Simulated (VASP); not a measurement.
# Ti (P6_3/mmc) in VASP: further runs, part 2 of 3

VASP 6.6.1. The steps go on from the part before.

## (3) Single point, PBEsol (strain -0.015 along x and y, -0.030 along z)

Input file INCAR:

```
ALGO     = Fast           # electronic algorithm
EDIFF    = 1E-6           # SCF threshold, eV
ENCUT    = 520            # plane-wave cutoff, eV
GGA      = PS             # functional
ISIF     = 2              # what is computed and relaxed
ISMEAR   = 0              # smearing method
LASPH    = T              # aspherical terms in the spheres
LCHARG   = T              # write CHGCAR
LELF     = T              # ELF
LREAL    = F              # projectors in reciprocal space
LVHAR    = T            
LWAVE    = F              # write WAVECAR
NBANDS   = 19             # bands
NELM     = 100            # most SCF steps
PREC     = Accurate       # precision mode
SIGMA    = 0.15           # smearing width, eV
```

Input file KPOINTS:

```
k-points
0
Gamma
  18 18 10
```

Input file POSCAR:

```
Ti
1.0
    2.9057478925      0.0000000000      0.0000000000
   -1.4528739462      2.5164514919      0.0000000000
    0.0000000000      0.0000000000      4.5454200000
Ti
2
Direct
    0.3333333333      0.6666666667      0.2500000000
    0.6666666667      0.3333333333      0.7500000000
```

Potentials or basis: VASP PAW PBE potentials, release 64 (Ti_sv).

Run with:

```console
$ cat potpaw_PBE.64/Ti_sv/POTCAR > POTCAR
$ mpirun -np 1 vasp_std > vasp.out
```

OUTCAR:

```text
EDIFF = 1E-6
   ENCUT = 520
   GGA = PS
   ISIF = 2
   ISMEAR = 0
   LASPH = T
   LREAL = F
   NELM = 100
   PREC = Accurate

 ion  position               nearest neighbor table
   1  0.333  0.667  0.250-   2 2.82   2 2.82   2 2.82   2 2.82   2 2.82   2 2.82
   2  0.667  0.333  0.750-   1 2.82   1 2.82   1 2.82   1 2.82   1 2.82   1 2.82

  LATTYP: Found a hexagonal cell.
 ALAT       =     2.9057478925
 C/A-ratio  =     1.5642857427

  Lattice vectors:

 A1 = (   2.9057478925,   0.0000000000,   0.0000000000)
 A2 = (  -1.4528739462,   2.5164514919,   0.0000000000)
 A3 = (   0.0000000000,   0.0000000000,   4.5454200000)

Analysis of symmetry for initial positions (statically):
=====================================================================
 Subroutine PRICEL returns:
 Original cell was already a primitive cell.

 Routine SETGRP: Setting up the symmetry group for a
 hexagonal supercell.

 Subroutine GETGRP returns: Found 24 space group operations
 (whereof 12 operations were pure point group operations)
 out of a pool of 24 trial point group operations.

The static configuration has the point symmetry D_3d.
 The point group associated with its full space group is D_6h.

Analysis of symmetry for dynamics (positions and initial velocities):
=====================================================================
 Subroutine PRICEL returns:
 Original cell was already a primitive cell.

 Routine SETGRP: Setting up the symmetry group for a
 hexagonal supercell.

 Subroutine GETGRP returns: Found 24 space group operations
 (whereof 12 operations were pure point group operations)
 out of a pool of 24 trial point group operations.

The dynamic configuration has the point symmetry D_3d.
[... 113 lines left out ...]
   EMIN   =  10.00;   EMAX   =-10.00  energy-range for DOS
   EFERMI =   0.00;   METHOD = LEGACY
   ISMEAR =     0;   SIGMA  =   0.15  broadening in eV -4-tet -1-fermi 0-gaus
   EFERMI_NEDOS =   21; number of points for ismear=-14 and -15
   IALGO  =     68    algorithm
   IMIX   =      4    mixing-type and parameters
     AMIX     =   0.40;   BMIX     =  1.00
     AMIX_MAG =   1.60;   BMIX_MAG =  1.00
  volume/ion in A,a.u.               =      16.62       112.15
  Fermi-wavevector in a.u.,A,eV,Ry     =   1.468718  2.775475 29.349569  2.157132
  Thomas-Fermi vector in A             =   2.584182
   LORBIT       =      0    0 simple, 1 ext, 2 COOP (PROOUT), +10 PAW based schemes
   GGA     = PS    functional components
   LHFCALC =     F    Hartree Fock is set to
   AEXX    =    0.0000 exact exchange contribution
   IVDW    =     0    specifies the selected vdW correction
   LEPSILON=     F    determine dielectric tensor
   LRPA    =     F    only Hartree local field effects (RPA)
 non-spin polarized calculation
 RMM-DIIS sequential band-by-band and
 Gauss-broadening in eV      SIGMA  =   0.15
  energy-cutoff  :      520.00
  volume of cell :       33.24
 maximum number of plane-waves:       919
 NGX is ok and might be reduce to    24
   NGX = 11   NGY = 11   NGZ = 17

 number of electron      23.9999994 magnetization

 Free energy of the ion-electron system (eV)
  ---------------------------------------------------
  ext. energy  EPLUGINS =         0.00000000
  ---------------------------------------------------
  free energy    TOTEN  =       -16.68879462 eV

  energy without entropy =      -16.66612677  energy(sigma->0) =      -16.67746069

 E-fermi :   8.6846     XC(G=0): -11.8478

 val. band max:        8.6843124453   @ k =   0.0556   0.0556   0.2000
 cond. band min:       8.6885082575   @ k =   0.0556  -0.0000   0.3000
 fundamental gap:      0.0041958121
 Fermi energy:         8.6846061758

 k-point     1 :       0.0000    0.0000    0.0000
  band No.  band energies     occupation
      1     -47.8779      2.00000
      2     -47.7035      2.00000
      3     -24.6337      2.00000
      4     -23.8885      2.00000
      5     -23.8885      2.00000
      6     -23.7856      2.00000
[... 505 lines left out ...]
      6     -24.0780      2.00000
[... 11 lines left out ...]
     18      12.4094      0.00000
     19      13.1379      0.00000

 [... further k-points ...]

------------------------ aborting loop because EDIFF is reached ----------------------------------------

  FORCE on cell =-STRESS in cart. coord.  units (eV):
  Direction    XX          YY          ZZ          XY          YZ          ZX
  --------------------------------------------------------------------------------------
  -------------------------------------------------------------------------------------
  Total       -0.0341019     -0.0341019      0.2473251     -0.0000000     -0.0000000      0.0000000
  in kB       -1.6438735     -1.6438735     11.9222492     -0.0000000     -0.0000000      0.0000000
  external PRESSURE =       2.8781674 kB  Pullay stress =       0.0000000 kB

 VOLUME and BASIS-vectors are now :
 -----------------------------------------------------------------------------
  energy-cutoff  :      520.00
  volume of cell :       33.24
      direct lattice vectors                 reciprocal lattice vectors
     2.905747892  0.000000000  0.000000000     0.344145479  0.198692485  0.000000000
    -1.452873946  2.516451492  0.000000000     0.000000000  0.397384970  0.000000000
     0.000000000  0.000000000  4.545420000     0.000000000  0.000000000  0.220001672

 POSITION                                       TOTAL-FORCE (eV/Angst)
 -----------------------------------------------------------------------------------
     -0.00000      1.67763      1.13636        -0.000000      0.000000      0.000000
      1.45287      0.83882      3.40907         0.000000     -0.000000      0.000000
 -----------------------------------------------------------------------------------
    total drift:                                0.000000     -0.000000      0.000000

  FREE ENERGIE OF THE ION-ELECTRON SYSTEM (eV)
  ---------------------------------------------------
  free  energy   TOTEN  =       -16.6887946169 eV

  energy  without entropy=      -16.6661267709  energy(sigma->0) =      -16.67746069
```

OSZICAR:

```text
N       E                     dE             d eps       ncg     rms          rms(c)
DAV:   1     0.262105659819E+03    0.26211E+03   -0.13067E+04  8436   0.159E+03
DAV:   2     0.111479995367E+02   -0.25096E+03   -0.24687E+03  8669   0.441E+02
DAV:   3    -0.176769504981E+02   -0.28825E+02   -0.28503E+02 15694   0.123E+02
[... 28 lines left out ...]
RMM:  32    -0.166887906523E+02   -0.15276E-05   -0.18341E-05  9014   0.171E-02    0.179E-02
RMM:  33    -0.166887920660E+02   -0.14137E-05   -0.17568E-05  8360   0.155E-02    0.181E-02
RMM:  34    -0.166887931456E+02   -0.10796E-05   -0.12520E-05  8328   0.143E-02    0.192E-02
RMM:  35    -0.166887939291E+02   -0.78346E-06   -0.11063E-05  8579   0.133E-02    0.189E-02
RMM:  36    -0.166887946169E+02   -0.68777E-06   -0.90104E-06  7981   0.123E-02
   1 F= -.16688795E+02 E0= -.16677461E+02  d E =-.226678E-01
```

stdout:

```text
POSCAR found type information on POSCAR Ti
 POSCAR found :  1 types and       2 ions
 scaLAPACK will be used
 -----------------------------------------------------------------------------
|                                                                             |
|                                                                             |
|     You enforced a specific xc type in the INCAR file but a different       |
|     I HOPE YOU KNOW WHAT YOU ARE DOING!                                     |
|                                                                             |
 -----------------------------------------------------------------------------

 LDA part: xc-table for (Slater+PW92), standard interpolation
 POSCAR, INCAR and KPOINTS ok, starting setup
 FFT: planning ... GRIDC
 FFT: planning ... GRID_SOFT
 FFT: planning ... GRID
 WAVECAR not read
 entering main loop
WARNING in EDDRMM: call to ZHEGV failed, returncode =   6  3     17
WARNING in EDDRMM: call to ZHEGV failed, returncode =   8  4     15
WARNING in EDDRMM: call to ZHEGV failed, returncode =   6  3     14
WARNING in EDDRMM: call to ZHEGV failed, returncode =   8  4     16
WARNING in EDDRMM: call to ZHEGV failed, returncode =   6  3     10
WARNING in EDDRMM: call to ZHEGV failed, returncode =   8  4      4
```

Run time: 5.9 min. Hardware: 1 thread of Intel Xeon Platinum 8259CL at 2.50GHz (Skylake/Cascade Lake), shared host; peak memory 0.24 GiB.

What came out:

* Free energy: -16.6888 eV
* Pressure: 0.3 GPa
* Band gap on the k mesh: zero (bands 12 and 13 overlap by 1.14 eV)

Caveat: the cell differs from its parent crystal (strain -0.015 along x and y, -0.030 along z); the PAW data sets were made with another functional, which shifts forces and pressure a little.

## (4) Single point, PBEsol (strain -0.030 along x and y, +0.015 along z)

Input file INCAR:

```
SYSTEM = Ti
ALGO = Fast
EDIFF = 1E-6
ENCUT = 520
GGA = PS
ISIF = 2
ISMEAR = 0
LASPH = .TRUE.
LCHARG = .FALSE.
LREAL = .FALSE.
LWAVE = .FALSE.
NBANDS = 19
NELM = 80
PREC = Accurate
SIGMA = 0.15
```

Input file KPOINTS:

```
k-points
0
G
  18 18 10
  0 0 0
```

Input file POSCAR:

```
Ti
1.0
    2.8614979246      0.0000000000      0.0000000000
   -1.4307489623      2.4781298956      0.0000000000
    0.0000000000      0.0000000000      4.7562900000
Ti
2
Direct
    0.3333333333      0.6666666667      0.2500000000
    0.6666666667      0.3333333333      0.7500000000
```

Run with:

```console
$ cat potpaw_PBE.64/Ti_sv/POTCAR > POTCAR
$ mpirun -np 1 vasp_std > vasp.out
```

It took 5.7 min on 1 thread of Intel Xeon Platinum 8259CL at 2.50GHz (Skylake/Cascade Lake), shared host; peak memory 0.24 GiB.

It converged, with:

- Free energy: -16.6700 eV
- Pressure: -1.3 GPa
- Band gap on the k mesh: zero (bands 12 and 13 overlap by 0.95 eV)

Stress tensor (GPa, compression positive):
```
 0.44  0.00  0.00
 0.00  0.44  0.00
 0.00  0.00 -4.89
```

Levels at points of the mesh, in eV from the Fermi level:
| k point | band 9 | band 10 | band 11 | band 12 | band 13 | band 14 | band 15 | band 16 |
| --- | --- | --- | --- | --- | --- | --- | --- | --- |
| (0.00, 0.00, 0.00) | -6.26 | -2.78 | 0.45 | 0.62 | 0.87 | 0.87 | 1.31 | 1.31 |
| (0.50, 0.00, 0.00) | -2.33 | -2.21 | -1.96 | -0.38 | 0.48 | 0.74 | 1.06 | 3.64 |
| (0.00, 0.00, 0.50) | -4.47 | -4.47 | -0.09 | -0.09 | 0.83 | 0.83 | 0.83 | 0.83 |
| (0.50, 0.00, 0.50) | -2.61 | -2.61 | -0.93 | -0.93 | 1.49 | 1.49 | 1.94 | 1.94 |

Caveat: the cell differs from its parent crystal (strain -0.030 along x and y, +0.015 along z); the PAW data sets were made with another functional, which shifts forces and pressure a little.

## (5) Single point, PBEsol (strain -0.015 along x and y, -0.015 along z)

Input file INCAR:

```
SYSTEM = Ti
PREC = Accurate ; ENCUT = 520
EDIFF = 1E-7 ; ISMEAR = 0
SIGMA = 0.15 ; LREAL = .FALSE.
LASPH = .TRUE. ; NELM = 60
ALGO = Fast ; ISIF = 2
LWAVE = .FALSE. ; LCHARG = .FALSE.
GGA = PS ; NBANDS = 19
```

Input file KPOINTS:

```
Automatic mesh
0
G
  18 18 10
  0 0 0
```

Input file POSCAR:

```
Ti
1.0
    2.9057478925      0.0000000000      0.0000000000
   -1.4528739462      2.5164514919      0.0000000000
    0.0000000000      0.0000000000      4.6157100000
Ti
2
Direct
    0.3333333333      0.6666666667      0.2500000000
    0.6666666667      0.3333333333      0.7500000000
```

Potentials or basis: VASP PAW PBE potentials, release 64 (Ti_sv).

Run with:

```console
$ cat potpaw_PBE.64/Ti_sv/POTCAR > POTCAR
$ mpirun -np 1 vasp_std > vasp.out
```

OUTCAR:

```text
SYSTEM = Ti
   PREC = Accurate
   ENCUT = 520
   EDIFF = 1E-7
   ISMEAR = 0
   LREAL = .FALSE.
   LASPH = .TRUE.
   NELM = 60
   ISIF = 2
   GGA = PS

 ion  position               nearest neighbor table
   1  0.333  0.667  0.250-   2 2.85   2 2.85   2 2.85   2 2.85   2 2.85   2 2.85
   2  0.667  0.333  0.750-   1 2.85   1 2.85   1 2.85   1 2.85   1 2.85   1 2.85

  LATTYP: Found a hexagonal cell.
 ALAT       =     2.9057478925
 C/A-ratio  =     1.5884757284

  Lattice vectors:

[... 720 lines left out ...]

  FORCE on cell =-STRESS in cart. coord.  units (eV):
  Direction    XX          YY          ZZ          XY          YZ          ZX
  --------------------------------------------------------------------------------------
  -------------------------------------------------------------------------------------
  Total       -0.2499528     -0.2499528     -0.3496941     -0.0000000      0.0000000      0.0000000
  in kB      -11.8654319    -11.8654319    -16.6002205     -0.0000000      0.0000000      0.0000000
  external PRESSURE =     -13.4436948 kB  Pullay stress =       0.0000000 kB

 VOLUME and BASIS-vectors are now :
 -----------------------------------------------------------------------------
  energy-cutoff  :      520.00
  volume of cell :       33.75
      direct lattice vectors                 reciprocal lattice vectors
     2.905747892  0.000000000  0.000000000     0.344145479  0.198692485  0.000000000
    -1.452873946  2.516451492  0.000000000     0.000000000  0.397384970  0.000000000
     0.000000000  0.000000000  4.615710000     0.000000000  0.000000000  0.216651393

 POSITION                                       TOTAL-FORCE (eV/Angst)
 -----------------------------------------------------------------------------------
     -0.00000      1.67763      1.15393         0.000000      0.000000      0.000000
      1.45287      0.83882      3.46178        -0.000000     -0.000000      0.000000
 -----------------------------------------------------------------------------------
    total drift:                               -0.000000      0.000000     -0.000000

  FREE ENERGIE OF THE ION-ELECTRON SYSTEM (eV)
  ---------------------------------------------------
  free  energy   TOTEN  =       -16.6886093160 eV

  energy  without entropy=      -16.6656665577  energy(sigma->0) =      -16.67713794
```

OSZICAR:

```text
N       E                     dE             d eps       ncg     rms          rms(c)
DAV:   1     0.261040455185E+03    0.26104E+03   -0.12991E+04  8460   0.158E+03
DAV:   2     0.113736024008E+02   -0.24967E+03   -0.24561E+03  8673   0.440E+02
DAV:   3    -0.176986019406E+02   -0.29072E+02   -0.28713E+02 15655   0.124E+02
[... 43 lines left out ...]
RMM:  47    -0.166886092125E+02   -0.16752E-07   -0.16724E-06 11115   0.676E-03    0.144E-02
RMM:  48    -0.166886092289E+02   -0.16431E-07   -0.14434E-06 10587   0.721E-03    0.112E-02
RMM:  49    -0.166886092337E+02   -0.47744E-08   -0.11689E-06  9070   0.662E-03    0.885E-03
RMM:  50    -0.166886092790E+02   -0.45306E-07   -0.12506E-06 10967   0.706E-03    0.572E-03
RMM:  51    -0.166886093160E+02   -0.37074E-07   -0.83633E-07  8416   0.566E-03
   1 F= -.16688609E+02 E0= -.16677138E+02  d E =-.229428E-01
```

It took 8.3 min on 1 thread of Intel Xeon Platinum 8259CL at 2.50GHz (Skylake/Cascade Lake), shared host; peak memory 0.24 GiB.

Results:

* Free energy: -16.6886 eV
* Pressure: -1.3 GPa
* Band gap on the k mesh: zero (bands 12 and 13 overlap by 1.12 eV)

Caveat: the cell differs from its parent crystal (strain -0.015 along x and y, -0.015 along z); the PAW data sets were made with another functional, which shifts forces and pressure a little.

(Part 2 of 3 ends here.)
